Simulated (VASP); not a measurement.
A run of VASP 6.6.1:

POSCAR

```
CuI
1.0
    0.0000000000      3.0120290779      3.0120290779
    2.9969689325      0.0000000000      3.0120290779
    2.9969689325      3.0120290779      0.0000000000
Cu I
1 1
Direct
    0.0000000000      0.0000000000      0.0000000000
    0.2500000000      0.2500000000      0.2500000000
```

File INCAR.step1:

```
SYSTEM = CuI
  ALGO = Normal
  EDIFF = 1E-4
  ENCUT = 520
  GGA = PE
  ISMEAR = 0
  LASPH = .True.
  LCHARG = .False.
  LREAL = .False.
  LWAVE = .True.
  NBANDS = 16
  NELM = 60
  PREC = Accurate
  SIGMA = 0.01
```

File INCAR.step2:

```
SYSTEM = CuI
  ALGO = Normal
  EDIFF = 1E-7
  ENCUT = 520
  ISIF = 2
  ISMEAR = 0
  ISTART = 1
  LASPH = .True.
  LCHARG = .False.
  LMIXTAU = .True.
  LREAL = .False.
  LWAVE = .False.
  METAGGA = R2SCAN
  NBANDS = 16
  NELM = 60
  PREC = Accurate
  SIGMA = 0.01
```

The input KPOINTS:

```
k-points
0
Gamma
  8 8 8
  0 0 0
```

Potentials or basis: VASP PAW PBE potentials, release 64 (Cu, I).

Launch:

```bash
$ cat potpaw_PBE.64/Cu/POTCAR potpaw_PBE.64/I/POTCAR > POTCAR
$ cp INCAR.step1 INCAR
$ mpirun -np 1 vasp_std > vasp.out
$ cp INCAR.step2 INCAR
$ mpirun -np 1 vasp_std > vasp.out
```

Hardware: 1 thread of Intel(R) Xeon(R) 6975P-C (Granite Rapids) (shared host).

Estimate the wall time of this run.

It took 100 s on 1 thread of Intel(R) Xeon(R) 6975P-C (Granite Rapids), on a shared host, peak memory 0.21 GiB. Counts: k points 59.
